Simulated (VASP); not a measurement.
# GaN (Cmc2_1) in VASP: notebook, part 2 of 2

VASP 6.6.1.

**4. Single point, PBE (strain +0.0350 x Voigt [0, 1, 0, 0, 0, 0])**

File INCAR:

```
SYSTEM = GaN
PREC = Accurate ; ENCUT = 520
EDIFF = 1E-7 ; ISMEAR = 0
SIGMA = 0.05 ; LREAL = .False.
LASPH = .True. ; NELM = 60
ALGO = Normal ; ISIF = 2
LWAVE = .False. ; LCHARG = .False.
GGA = PE ; NBANDS = 26
```

File KPOINTS:

```
Automatic mesh
0
Gamma
  12 12 6
  0 0 0
```

File POSCAR:

```
GaN
1.0
    3.1799996605      0.0000000000      0.0000000000
   -1.5899998303      2.8503491071      0.0000000000
    0.0000000000      0.0000000000      5.1660000000
Ga N
2 2
Direct
    0.3333333333      0.6666666667      0.0000000000
    0.6666666667      0.3333333333      0.5000000000
    0.3333333333      0.6666666667      0.3750000000
    0.6666666667      0.3333333333      0.8750000000
```

Potentials or basis: VASP PAW PBE potentials, release 64 (Ga_d, N).

Started as:

```sh
cat potpaw_PBE.64/Ga_d/POTCAR potpaw_PBE.64/N/POTCAR > POTCAR
mpirun -np 1 vasp_std > vasp.out
```

OUTCAR:

```text
SYSTEM = GaN
   PREC = Accurate
   ENCUT = 520
   EDIFF = 1E-7
   ISMEAR = 0
   LREAL = .False.
   LASPH = .True.
   NELM = 60
   ISIF = 2
   GGA = PE

 ion  position               nearest neighbor table
   1  0.333  0.667  0.000-   3 1.94   4 1.96   4 1.96   4 2.01
   2  0.667  0.333  0.500-   4 1.94   3 1.96   3 1.96   3 2.01
   3  0.333  0.667  0.375-   1 1.94   2 1.96   2 1.96   2 2.01
   4  0.667  0.333  0.875-   2 1.94   1 1.96   1 1.96   1 2.01

  LATTYP: Found a base centered orthorhombic cell.
 ALAT       =     3.1799996605
 B/A-ratio  =     1.7926725858
 C/A-ratio  =     1.6245284753

  Lattice vectors:

 A1 = (   1.5899998303,  -2.8503491071,   0.0000000000)
 A2 = (   1.5899998302,   2.8503491071,   0.0000000000)
 A3 = (   0.0000000000,   0.0000000000,   5.1660000000)

Analysis of symmetry for initial positions (statically):
=====================================================================
 Subroutine PRICEL returns:
 Original cell was already a primitive cell.

 Routine SETGRP: Setting up the symmetry group for a
 base centered orthorhombic supercell.

 Subroutine GETGRP returns: Found  4 space group operations
 (whereof  2 operations were pure point group operations)
 out of a pool of  8 trial point group operations.

The static configuration has the point symmetry C_1h.
 The point group associated with its full space group is C_2v.

Analysis of symmetry for dynamics (positions and initial velocities):
=====================================================================
 Subroutine PRICEL returns:
 Original cell was already a primitive cell.

 Routine SETGRP: Setting up the symmetry group for a
 base centered orthorhombic supercell.

 Subroutine GETGRP returns: Found  4 space group operations
 (whereof  2 operations were pure point group operations)
 out of a pool of  8 trial point group operations.

The dynamic configuration has the point symmetry C_1h.
 The point group associated with its full space group is C_2v.

 Subroutine INISYM returns: Found  4 space group operations
 (whereof  2 operations are pure point group operations),
 and found     1 'primitive' translations

----------------------------------------------------------------------------------------

                                     Primitive cell

  volume of cell :      46.8252

  direct lattice vectors                    reciprocal lattice vectors
     3.179999661  0.000000000  0.000000000     0.314465442  0.175417109  0.000000000
    -1.589999830  2.850349107  0.000000000     0.000000000  0.350834218  0.000000000
     0.000000000  0.000000000  5.166000000     0.000000000  0.000000000  0.193573364

  length of vectors
     3.179999661  3.263830494  5.166000000     0.360082875  0.350834218  0.193573364

  position of ions in fractional coordinates (direct lattice)
     0.333333333  0.666666667  0.000000000
     0.666666667  0.333333333  0.500000000
     0.333333333  0.666666667  0.375000000
     0.666666667  0.333333333  0.875000000

  ion indices of the primitive-cell ions
   primitive index   ion index
                 1           1
                 2           2
                 3           3
                 4           4

----------------------------------------------------------------------------------------

 KPOINTS: Automatic mesh

[... 23 lines left out ...]
            Coordinates               Weight
  0.000000  0.000000  0.000000      1.000000
  0.083333  0.000000  0.000000      4.000000
  0.166667  0.000000  0.000000      4.000000
  0.250000  0.000000  0.000000      4.000000
  0.333333  0.000000  0.000000      4.000000
  0.416667  0.000000  0.000000      4.000000
[... 16 lines left out ...]
  0.333333  0.166667  0.000000      4.000000
  0.416667  0.166667  0.000000      4.000000
 [... further k-points ...]
   k-points           NKPTS =    172   k-points in BZ     NKDIM =    172   number of bands    NBANDS=     26
   number of dos      NEDOS =    301   number of ions     NIONS =      4
   total plane-waves  NPLWV =  23040
   dimension x,y,z NGX =    24 NGY =   24 NGZ =   40
   dimension x,y,z NGXF=    48 NGYF=   48 NGZF=   80
   ions per type =               2   2
   NGX,Y,Z   is equivalent  to a cutoff of  12.55, 12.22, 12.87 a.u.
   NGXF,Y,Z  is equivalent  to a cutoff of  25.09, 24.45, 25.74 a.u.
 SYSTEM =  GaN
   PREC   = accura    normal or accurate (medium, high low for compatibility)
   ISTART =      0    job   : 0-new  1-cont  2-samecut
   ICHARG =      2    charge: 1-file 2-atom 10-const
   ISPIN  =      1    spin polarized calculation?
   LNONCOLLINEAR =      F non collinear calculations
   LSORBIT =      F    spin-orbit coupling
   LASPH  =      T    aspherical Exc in radial PAW
   ENCUT  =  520.0 eV  38.22 Ry    6.18 a.u.   5.91  6.07  9.61*2*pi/ulx,y,z
   NELM   =     60;   NELMIN=  2; NELMDL= -5     # of ELM steps
   EDIFF  = 0.1E-06   stopping-criterion for ELM
   LREAL  =      F    real-space projection
   EDIFFG = 0.1E-05   stopping-criterion for IOM
   NSW    =      0    number of steps for IOM
   IBRION =     -1    ionic relax: 0-MD 1-quasi-New 2-CG
   NFREE  =      0    steps in history (QN), initial steepest desc. (CG)
   ISIF   =      2    stress and relaxation
   ISYM   =      2    0-nonsym 1-usesym 2-fastsym
   POTIM  = 0.5000    time-step for ionic-motion
   TEBEG  =    0.0;   TEEND  =   0.0 temperature during run
   PSTRESS=    0.0 pullay stress
   NELECT =      36.0000    total number of electrons
   NUPDOWN=      -1.0000    fix difference up-down
   EMIN   =  10.00;   EMAX   =-10.00  energy-range for DOS
   EFERMI =   0.00;   METHOD = LEGACY
   ISMEAR =     0;   SIGMA  =   0.05  broadening in eV -4-tet -1-fermi 0-gaus
   EFERMI_NEDOS =   21; number of points for ismear=-14 and -15
   IALGO  =     38    algorithm
   IMIX   =      4    mixing-type and parameters
     AMIX     =   0.40;   BMIX     =  1.00
     AMIX_MAG =   1.60;   BMIX_MAG =  1.00
  volume/ion in A,a.u.               =      11.71        79.00
  Fermi-wavevector in a.u.,A,eV,Ry     =   1.499739  2.834097 30.602475  2.249218
  Thomas-Fermi vector in A             =   2.611330
   LORBIT       =      0    0 simple, 1 ext, 2 COOP (PROOUT), +10 PAW based schemes
   GGA     = PE    functional components
   LHFCALC =     F    Hartree Fock is set to
   AEXX    =    0.0000 exact exchange contribution
   IVDW    =     0    specifies the selected vdW correction
   LEPSILON=     F    determine dielectric tensor
   LRPA    =     F    only Hartree local field effects (RPA)
 non-spin polarized calculation
 Gauss-broadening in eV      SIGMA  =   0.05
  energy-cutoff  :      520.00
  volume of cell :       46.83
 maximum number of plane-waves:      1282
   NGX = 11   NGY = 13   NGZ = 19

 number of electron      35.9999991 magnetization

 Free energy of the ion-electron system (eV)
  ---------------------------------------------------
  ext. energy  EPLUGINS =         0.00000000
  ---------------------------------------------------
  free energy    TOTEN  =       -24.28483575 eV

  energy without entropy =      -24.28483575  energy(sigma->0) =      -24.28483575

 E-fermi :   5.3117     XC(G=0): -11.5373

 val. band max:        5.1194731821   @ k =   0.0000   0.0000   0.0000
 cond. band min:       6.8085530835   @ k =   0.0000   0.0000   0.0000
 fundamental gap:      1.6890799014
 Fermi energy:         5.3116710081

 k-point     1 :       0.0000    0.0000    0.0000
  band No.  band energies     occupation
      1     -10.7236      2.00000
      2      -9.8680      2.00000
      3      -8.3741      2.00000
      4      -8.3558      2.00000
      5      -8.3436      2.00000
      6      -8.2930      2.00000
[... 685 lines left out ...]
     25      17.3342      0.00000
     26      17.8586      0.00000

 [... further k-points ...]

------------------------ aborting loop because EDIFF is reached ----------------------------------------

  FORCE on cell =-STRESS in cart. coord.  units (eV):
  Direction    XX          YY          ZZ          XY          YZ          ZX
  --------------------------------------------------------------------------------------
  -------------------------------------------------------------------------------------
  Total        0.9491698     -1.8310071      1.8980020      0.0000000      0.0000000      0.0000000
  in kB       32.4769292    -62.6500007     64.9423089      0.0000000      0.0000000      0.0000000
  external PRESSURE =      11.5897458 kB  Pullay stress =       0.0000000 kB

 VOLUME and BASIS-vectors are now :
 -----------------------------------------------------------------------------
  energy-cutoff  :      520.00
  volume of cell :       46.83
      direct lattice vectors                 reciprocal lattice vectors
     3.179999661  0.000000000  0.000000000     0.314465442  0.175417109  0.000000000
    -1.589999830  2.850349107  0.000000000     0.000000000  0.350834218  0.000000000
     0.000000000  0.000000000  5.166000000     0.000000000  0.000000000  0.193573364

 POSITION                                       TOTAL-FORCE (eV/Angst)
 -----------------------------------------------------------------------------------
     -0.00000      1.90023      0.00000        -0.000000      0.199542     -0.289798
      1.59000      0.95012      2.58300         0.000000     -0.199542     -0.289798
     -0.00000      1.90023      1.93725        -0.000000      0.250425      0.289798
      1.59000      0.95012      4.52025         0.000000     -0.250425      0.289798
 -----------------------------------------------------------------------------------
    total drift:                               -0.000001     -0.000001     -0.000385

  FREE ENERGIE OF THE ION-ELECTRON SYSTEM (eV)
  ---------------------------------------------------
  free  energy   TOTEN  =       -24.2848357485 eV

  energy  without entropy=      -24.2848357485  energy(sigma->0) =      -24.28483575
```

stdout:

```text
POSCAR found type information on POSCAR GaN
 POSCAR found :  2 types and       4 ions
 scaLAPACK will be used
 LDA part: xc-table for (Slater+PW92), standard interpolation
 POSCAR, INCAR and KPOINTS ok, starting setup
 FFT: planning ... GRIDC
 FFT: planning ... GRID_SOFT
 FFT: planning ... GRID
 WAVECAR not read
 entering main loop
```

Run time: 1.7 min. Hardware: 1 thread of Intel Xeon Platinum 8375C at 2.90GHz (Ice Lake), shared host; peak memory 0.29 GiB.

Results:

```
Free energy            : -24.2848 eV
Pressure               : 1.2 GPa
Largest force          : 0.383 eV/Å
Band gap on the k mesh : 1.69 eV, direct
```

Forces on the atoms (eV/Å):
```
Ga   0.000  0.200 -0.290
Ga   0.000 -0.200 -0.290
N    0.000  0.250  0.290
N    0.000 -0.250  0.290
```

Caveat: the cell differs from its parent crystal (strain +0.0350 x Voigt [0, 1, 0, 0, 0, 0]).

**5. Single point, PBE (strain +0.0400 x Voigt [0, 1, 0, 0, 0, 0])**

File INCAR:

```
PREC = Accurate ; ENCUT = 520
EDIFF = 1E-6 ; ISMEAR = 0
SIGMA = 0.05 ; LREAL = F
LASPH = T ; NELM = 100
ALGO = Normal ; ISIF = 2
LWAVE = F ; LCHARG = F
GGA = PE ; NBANDS = 26
```

File KPOINTS:

```
regular mesh
0
Gamma
  12 12 6
```

Changes to POSCAR since step 4:

```diff
@@ -3,3 +3,3 @@
     3.1799996605      0.0000000000      0.0000000000
-   -1.5899998303      2.8503491071      0.0000000000
+   -1.5899998303      2.8641189096      0.0000000000
     0.0000000000      0.0000000000      5.1660000000
```

Started as:

```sh
cat potpaw_PBE.64/Ga_d/POTCAR potpaw_PBE.64/N/POTCAR > POTCAR
mpirun -np 1 vasp_std > vasp.out
```

Run time: 81 s. Hardware: 1 thread of Intel Xeon Platinum 8375C at 2.90GHz (Ice Lake), shared host; peak memory 0.29 GiB.

The run converged. Its results:

```yaml
Free_energy: -24.2750 eV
Pressure: 0.4 GPa
Largest_force: 0.411 eV/Å
Band_gap_on_the_k_mesh: 1.65 eV, direct
```

Forces on the atoms (eV/Å):
```
Ga   0.000  0.214 -0.306
Ga   0.000 -0.214 -0.306
N    0.000  0.273  0.306
N    0.000 -0.273  0.306
```

Stress tensor (GPa, compression positive):
```
 2.87  0.00  0.00
 0.00 -7.81  0.00
 0.00  0.00  6.23
```

Levels at points of the mesh, in eV from the valence-band top:
| k point | band 15 | band 16 | band 17 | band 18 | band 19 | band 20 | band 21 | band 22 |
| --- | --- | --- | --- | --- | --- | --- | --- | --- |
| (0.00, 0.00, 0.00) | -1.08 | -0.17 | -0.09 | 0.00 | 1.65 | 3.77 | 9.02 | 9.32 |
| (0.50, 0.00, 0.00) | -4.12 | -2.91 | -2.23 | -1.07 | 4.56 | 5.17 | 6.09 | 8.39 |
| (0.00, 0.50, 0.00) | -4.31 | -2.54 | -2.22 | -0.80 | 5.22 | 5.56 | 5.94 | 8.12 |
| (0.00, 0.00, 0.50) | -0.72 | -0.72 | -0.55 | -0.55 | 3.89 | 3.89 | 8.35 | 8.35 |
| (0.50, 0.00, 0.50) | -2.07 | -2.07 | -1.82 | -1.82 | 4.18 | 4.18 | 7.54 | 7.54 |
| (0.00, 0.50, 0.50) | -1.89 | -1.89 | -1.74 | -1.74 | 4.43 | 4.43 | 7.65 | 7.65 |

Caveat: the cell differs from its parent crystal (strain +0.0400 x Voigt [0, 1, 0, 0, 0, 0]).

**6. Overview**

```tsv
cell	gap on the mesh (eV)	pressure (GPa)	largest force (eV/Å)
a = 3.180, b = 3.228, c = 5.166 Å, angles 90.0, 90.0, 119.5°, 4 atoms	1.81	3.6	0.28
a = 3.180, b = 3.252, c = 5.166 Å, angles 90.0, 90.0, 119.3°, 4 atoms	1.73	2.0	0.35
a = 3.180, b = 3.264, c = 5.166 Å, angles 90.0, 90.0, 119.2°, 4 atoms	1.69	1.2	0.38
a = 3.180, b = 3.276, c = 5.166 Å, angles 90.0, 90.0, 119.0°, 4 atoms	1.65	0.4	0.41
```

Alike in all rows: task single point; level PBE; potentials or basis VASP PAW PBE potentials, release 64 (Ga_d, N); no spin polarisation; k mesh 12 × 12 × 6; cutoff (eV) 520; smearing gaussian 0.05 eV.

Total energies depend on the potentials used, so only differences within one code and one set of settings carry meaning.
